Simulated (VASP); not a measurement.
# CdS (Fm-3m) in VASP: single point with HSE06

Aim: the single point of CdS with HSE06.

Program: VASP 6.6.1. These are calculated values, not measurements. Logs are shortened: lines on timing, memory, paths and dates and some standing lists are left out, and cuts for length are marked.

## 1. The cell of the first run

It takes space group Fm-3m (No. 225, cubic). The conventional cell has a = 5.713 Å, b = 5.713 Å, c = 5.713 Å, α = 90.00°, β = 90.00°, γ = 90.00°. Within 3.8 Å of Cd (site symmetry m-3m) lie 6 S at 2.86 Å. Within 3.8 Å of S (site symmetry m-3m) lie 6 Cd at 2.86 Å.

## 2. Single point, HSE06 (strain +4.8%)

POSCAR

```
CdS
1.0
    0.0000000000      2.8565711077      2.8565711077
    2.8565711077      0.0000000000      2.8565711077
    2.8565711077      2.8565711077      0.0000000000
Cd S
1 1
Direct
    0.0000000000      0.0000000000      0.0000000000
    0.5000000000      0.5000000000      0.5000000000
```

INCAR.step1

```
SYSTEM = CdS
PREC = Accurate
ENCUT = 520
EDIFF = 1E-5
ISMEAR = 0
SIGMA = 0.01
LREAL = .False.
LASPH = .True.
NELM = 100
ALGO = Normal
ISIF = 2
LWAVE = .True.
NBANDS = 16
GGA = PE
```

INCAR.step2

```
SYSTEM = CdS
PREC = Accurate
ENCUT = 520
EDIFF = 1E-6
ISMEAR = 0
SIGMA = 0.01
LREAL = .False.
LASPH = .True.
NELM = 100
ALGO = Normal
ISIF = 2
LWAVE = .False.
LCHARG = .True.
GGA = PE
LHFCALC = .True.
HFSCREEN = 0.2079
PRECFOCK = Normal
LELF = .True.
LVHAR = .True.
NBANDS = 16
ISTART = 1
```

KPOINTS

```
Automatic mesh
0
Gamma
  6 6 6
  0 0 0
```

Potentials or basis: VASP PAW PBE potentials, release 64 (Cd, S).

Command:

```
$ cat potpaw_PBE.64/Cd/POTCAR potpaw_PBE.64/S/POTCAR > POTCAR
$ cp INCAR.step1 INCAR
$ mpirun -np 1 vasp_std > vasp.out
$ cp INCAR.step2 INCAR
$ mpirun -np 1 vasp_std > vasp.out
```

OUTCAR:

```text
SYSTEM = CdS
   PREC = Accurate
   ENCUT = 520
   EDIFF = 1E-6
   ISMEAR = 0
   LREAL = .False.
   LASPH = .True.
   NELM = 100
   ISIF = 2
   GGA = PE
   LHFCALC = .True.
   HFSCREEN = 0.2079
   PRECFOCK = Normal
   ISTART = 1

 ion  position               nearest neighbor table
   1  0.000  0.000  0.000-   2 2.86   2 2.86   2 2.86   2 2.86   2 2.86   2 2.86
   2  0.500  0.500  0.500-   1 2.86   1 2.86   1 2.86   1 2.86   1 2.86   1 2.86

  LATTYP: Found a face centered cubic cell.
 ALAT       =     5.7131422154

  Lattice vectors:

 A1 = (   0.0000000000,   2.8565711077,   2.8565711077)
 A2 = (   2.8565711077,   0.0000000000,   2.8565711077)
 A3 = (   2.8565711077,   2.8565711077,   0.0000000000)

Analysis of symmetry for initial positions (statically):
=====================================================================
 Subroutine PRICEL returns:
 Original cell was already a primitive cell.

 Routine SETGRP: Setting up the symmetry group for a
 face centered cubic supercell.

 Subroutine GETGRP returns: Found 48 space group operations
 (whereof 48 operations were pure point group operations)
 out of a pool of 48 trial point group operations.

The static configuration has the point symmetry O_h .

Analysis of symmetry for dynamics (positions and initial velocities):
=====================================================================
 Subroutine PRICEL returns:
 Original cell was already a primitive cell.

 Routine SETGRP: Setting up the symmetry group for a
 face centered cubic supercell.

 Subroutine GETGRP returns: Found 48 space group operations
 (whereof 48 operations were pure point group operations)
 out of a pool of 48 trial point group operations.

The dynamic configuration has the point symmetry O_h .

 Subroutine INISYM returns: Found 48 space group operations
 (whereof 48 operations are pure point group operations),
 and found     1 'primitive' translations

----------------------------------------------------------------------------------------

                                     Primitive cell

  volume of cell :      46.6192

  direct lattice vectors                    reciprocal lattice vectors
     0.000000000  2.856571108  2.856571108    -0.175035027  0.175035027  0.175035027
     2.856571108  0.000000000  2.856571108     0.175035027 -0.175035027  0.175035027
     2.856571108  2.856571108  0.000000000     0.175035027  0.175035027 -0.175035027

  length of vectors
     4.039801602  4.039801602  4.039801602     0.303169559  0.303169559  0.303169559

  position of ions in fractional coordinates (direct lattice)
     0.000000000  0.000000000  0.000000000
     0.500000000  0.500000000  0.500000000

  ion indices of the primitive-cell ions
   primitive index   ion index
                 1           1
                 2           2

----------------------------------------------------------------------------------------

 KPOINTS: Automatic mesh

Automatic generation of k-mesh.
 Grid dimensions read from file:
 generate k-points for:    6    6    6

 Generating k-lattice:

  Cartesian coordinates                     Fractional coordinates (reciprocal lattice)
    -0.029172504  0.029172504  0.029172504     0.166666667  0.000000000  0.000000000
     0.029172504 -0.029172504  0.029172504     0.000000000  0.166666667  0.000000000
     0.029172504  0.029172504 -0.029172504     0.000000000  0.000000000  0.166666667

  Length of vectors
     0.050528260  0.050528260  0.050528260

  Shift w.r.t. Gamma in fractional coordinates (k-lattice)
     0.000000000  0.000000000  0.000000000

 Subroutine IBZKPT returns following result:
 ===========================================

 Found     16 irreducible k-points:

 Following reciprocal coordinates:
            Coordinates               Weight
  0.000000  0.000000  0.000000      1.000000
  0.166667  0.000000  0.000000      8.000000
  0.333333  0.000000  0.000000      8.000000
  0.500000  0.000000  0.000000      4.000000
  0.166667  0.166667  0.000000      6.000000
  0.333333  0.166667  0.000000     24.000000
[... 8 lines left out ...]
 -0.333333  0.333333  0.166667     24.000000
 -0.333333  0.500000  0.166667     12.000000
   k-points           NKPTS =     16   k-points in BZ     NKDIM =    216   number of bands    NBANDS=     16
   number of dos      NEDOS =    301   number of ions     NIONS =      2
   total plane-waves  NPLWV =  27000
   dimension x,y,z NGX =    30 NGY =   30 NGZ =   30
   dimension x,y,z NGXF=    60 NGYF=   60 NGZF=   60
   ions per type =               1   1
   NGX,Y,Z   is equivalent  to a cutoff of  12.35, 12.35, 12.35 a.u.
   NGXF,Y,Z  is equivalent  to a cutoff of  24.69, 24.69, 24.69 a.u.
 SYSTEM =  CdS
   PREC   = accura    normal or accurate (medium, high low for compatibility)
   ISTART =      1    job   : 0-new  1-cont  2-samecut
   ICHARG =      0    charge: 1-file 2-atom 10-const
   ISPIN  =      1    spin polarized calculation?
   LNONCOLLINEAR =      F non collinear calculations
   LSORBIT =      F    spin-orbit coupling
   LASPH  =      T    aspherical Exc in radial PAW
   ENCUT  =  520.0 eV  38.22 Ry    6.18 a.u.   7.51  7.51  7.51*2*pi/ulx,y,z
   NELM   =    100;   NELMIN=  2; NELMDL=  0     # of ELM steps
   EDIFF  = 0.1E-05   stopping-criterion for ELM
   LREAL  =      F    real-space projection
   EDIFFG = 0.1E-04   stopping-criterion for IOM
   NSW    =      0    number of steps for IOM
   IBRION =     -1    ionic relax: 0-MD 1-quasi-New 2-CG
   NFREE  =      0    steps in history (QN), initial steepest desc. (CG)
   ISIF   =      2    stress and relaxation
   ISYM   =      3    0-nonsym 1-usesym 2-fastsym
   POTIM  = 0.5000    time-step for ionic-motion
   TEBEG  =    0.0;   TEEND  =   0.0 temperature during run
   PSTRESS=    0.0 pullay stress
   NELECT =      18.0000    total number of electrons
   NUPDOWN=      -1.0000    fix difference up-down
   EMIN   =  10.00;   EMAX   =-10.00  energy-range for DOS
   EFERMI =   0.00;   METHOD = LEGACY
   ISMEAR =     0;   SIGMA  =   0.01  broadening in eV -4-tet -1-fermi 0-gaus
   EFERMI_NEDOS =   21; number of points for ismear=-14 and -15
   IALGO  =     38    algorithm
   IMIX   =      1    mixing-type and parameters
     AMIX     =   0.40;   BMIX     =  1.00
     AMIX_MAG =   1.60;   BMIX_MAG =  1.00
  volume/ion in A,a.u.               =      23.31       157.30
  Fermi-wavevector in a.u.,A,eV,Ry     =   1.192094  2.252732 19.335089  1.421089
  Thomas-Fermi vector in A             =   2.328141
   LORBIT       =      0    0 simple, 1 ext, 2 COOP (PROOUT), +10 PAW based schemes
   GGA     = PE    functional components
   LHFCALC =     T    Hartree Fock is set to
   PRECFOCK=normal    Normal, Fast or Accurate (Low or Medium for compatibility)
   ENCUT4O =  -1.0   cutoff for four orbital integrals eV
   NKREDX  =     1    reduce k-point grid by
   NKREDY  =     1    reduce k-point grid by
   NKREDZ  =     1    reduce k-point grid by
   AEXX    =    0.2500 exact exchange contribution
   HFSCREEN=    0.2079 screening length (either q_TF or 0.3 A-1)
   HFSCREENC=   0.2079 screening length for correlation (either q_TF or 0.3 A-1)
   ENCUTFOCK=  -1.0 apply spherical cutoff to Coloumb kernel
   IVDW    =     0    specifies the selected vdW correction
   LEPSILON=     F    determine dielectric tensor
   LRPA    =     F    only Hartree local field effects (RPA)
 non-spin polarized calculation
 Gauss-broadening in eV      SIGMA  =   0.01
  energy-cutoff  :      520.00
  volume of cell :       46.62
 maximum number of plane-waves:      1278
  NGX = 24; NGY = 24; NGZ = 24

 number of electron      18.0000004 magnetization

 Free energy of the ion-electron system (eV)
  ---------------------------------------------------
  ext. energy  EPLUGINS =         0.00000000
  ---------------------------------------------------
  free energy    TOTEN  =        -7.18647006 eV

  energy without entropy =       -7.18647006  energy(sigma->0) =       -7.18647006

 E-fermi :   1.2261     XC(G=0):  -8.0982

 val. band max:        1.1279878950   @ k =  -0.1667   0.1667   0.0000
 cond. band min:       2.2815876841   @ k =   0.5000   0.5000   0.0000
 fundamental gap:      1.1535997891
 Fermi energy:         1.2261442383

 k-point     1 :       0.0000    0.0000    0.0000
  band No.  band energies     occupation
      1     -12.0623      2.00000
      2      -7.5713      2.00000
      3      -7.5713      2.00000
      4      -7.5547      2.00000
      5      -7.5547      2.00000
      6      -7.5547      2.00000
[... 8 lines left out ...]
     15      13.1665      0.00000
     16      13.1665      0.00000

 k-point     2 :       0.1667    0.0000    0.0000
  band No.  band energies     occupation
      1     -11.8644      2.00000
      2      -7.6190      2.00000
      3      -7.6190      2.00000
      4      -7.5669      2.00000
      5      -7.5237      2.00000
      6      -7.5237      2.00000
[... 8 lines left out ...]
     15      12.3985      0.00000
     16      12.7987      0.00000

 k-point     3 :       0.3333    0.0000    0.0000
  band No.  band energies     occupation
      1     -11.4100      2.00000
      2      -7.7157      2.00000
      3      -7.7157      2.00000
      4      -7.6110      2.00000
      5      -7.4571      2.00000
      6      -7.4571      2.00000
[... 8 lines left out ...]
     15      13.8243      0.00000
     16      13.8243      0.00000

 k-point     4 :       0.5000    0.0000    0.0000
  band No.  band energies     occupation
      1     -11.1409      2.00000
      2      -7.7629      2.00000
      3      -7.7629      2.00000
      4      -7.6520      2.00000
      5      -7.4232      2.00000
      6      -7.4232      2.00000
[... 8 lines left out ...]
     15      15.3172      0.00000
     16      15.3172      0.00000

 k-point     5 :       0.1667    0.1667    0.0000
  band No.  band energies     occupation
      1     -11.8187      2.00000
      2      -7.6470      2.00000
      3      -7.5787      2.00000
      4      -7.5535      2.00000
      5      -7.5187      2.00000
      6      -7.5187      2.00000
[... 8 lines left out ...]
     15      14.6009      0.00000
     16      15.0107      0.00000

 k-point     6 :       0.3333    0.1667    0.0000
  band No.  band energies     occupation
      1     -11.5019      2.00000
      2      -7.6437      2.00000
      3      -7.6092      2.00000
      4      -7.5946      2.00000
      5      -7.4695      2.00000
      6      -7.4490      2.00000
[... 8 lines left out ...]
     15      14.8750      0.00000
     16      15.0236      0.00000
[... 115 lines left out ...]
 k-point    13 :       0.5000    0.5000    0.0000
  band No.  band energies     occupation
      1     -11.3511      2.00000
      2      -7.6509      2.00000
      3      -7.4997      2.00000
      4      -7.3775      2.00000
      5      -7.3775      2.00000
      6      -6.8360      2.00000
[... 8 lines left out ...]
     15      16.4870      0.00000
     16      16.9818      0.00000

 k-point    14 :       0.5000    0.3333    0.1667
  band No.  band energies     occupation
      1     -11.3043      2.00000
      2      -7.6456      2.00000
      3      -7.5863      2.00000
      4      -7.5361      2.00000
      5      -7.4299      2.00000
      6      -7.3184      2.00000
[... 8 lines left out ...]
     15      16.0158      0.00000
     16      16.8954      0.00000

 k-point    15 :      -0.3333    0.3333    0.1667
  band No.  band energies     occupation
      1     -11.2055      2.00000
      2      -7.6780      2.00000
      3      -7.5527      2.00000
      4      -7.5373      2.00000
      5      -7.4009      2.00000
      6      -7.1782      2.00000
[... 8 lines left out ...]
     15      14.4912      0.00000
     16      16.7566      0.00000

 k-point    16 :      -0.3333    0.5000    0.1667
  band No.  band energies     occupation
      1     -11.2583      2.00000
      2      -7.6051      2.00000
      3      -7.5985      2.00000
      4      -7.4641      2.00000
      5      -7.3774      2.00000
      6      -6.9539      2.00000
[... 8 lines left out ...]
     15      15.7065      0.00000
     16      16.9798      0.00000

------------------------ aborting loop because EDIFF is reached ----------------------------------------

  FORCE on cell =-STRESS in cart. coord.  units (eV):
  Direction    XX          YY          ZZ          XY          YZ          ZX
  --------------------------------------------------------------------------------------
  -------------------------------------------------------------------------------------
  Total       -2.3209476     -2.3209476     -2.3209476     -0.0000000      0.0000000     -0.0000000
  in kB      -79.7647137    -79.7647137    -79.7647137     -0.0000000      0.0000000     -0.0000000
  external PRESSURE =     -79.7647137 kB  Pullay stress =       0.0000000 kB

 VOLUME and BASIS-vectors are now :
 -----------------------------------------------------------------------------
  energy-cutoff  :      520.00
  volume of cell :       46.62
      direct lattice vectors                 reciprocal lattice vectors
     0.000000000  2.856571108  2.856571108    -0.175035027  0.175035027  0.175035027
     2.856571108  0.000000000  2.856571108     0.175035027 -0.175035027  0.175035027
     2.856571108  2.856571108  0.000000000     0.175035027  0.175035027 -0.175035027

 POSITION                                       TOTAL-FORCE (eV/Angst)
 -----------------------------------------------------------------------------------
      0.00000      0.00000      0.00000         0.000000     -0.000000     -0.000000
      2.85657      2.85657      2.85657        -0.000000      0.000000      0.000000
 -----------------------------------------------------------------------------------
    total drift:                               -0.000003     -0.000004     -0.000003

  FREE ENERGIE OF THE ION-ELECTRON SYSTEM (eV)
  ---------------------------------------------------
  free  energy   TOTEN  =        -7.1864700575 eV

  energy  without entropy=       -7.1864700575  energy(sigma->0) =       -7.18647006
```

Wall time 39 min (1 thread of AMD EPYC 7R13 (Zen 3), shared host); peak memory 0.26 GiB.

What came out:

* Free energy: -7.1865 eV
* Pressure: -8.0 GPa
* Band gap on the k mesh: 1.15 eV (least direct gap 1.81 eV)

Caveat: the cell differs from its parent crystal (strain +4.8%); the cell stands under tension; the structure was generated, so it needn't be the stable form of CdS; the PAW data sets were made with another functional, which shifts forces and pressure a little. A k mesh can miss the band edges.
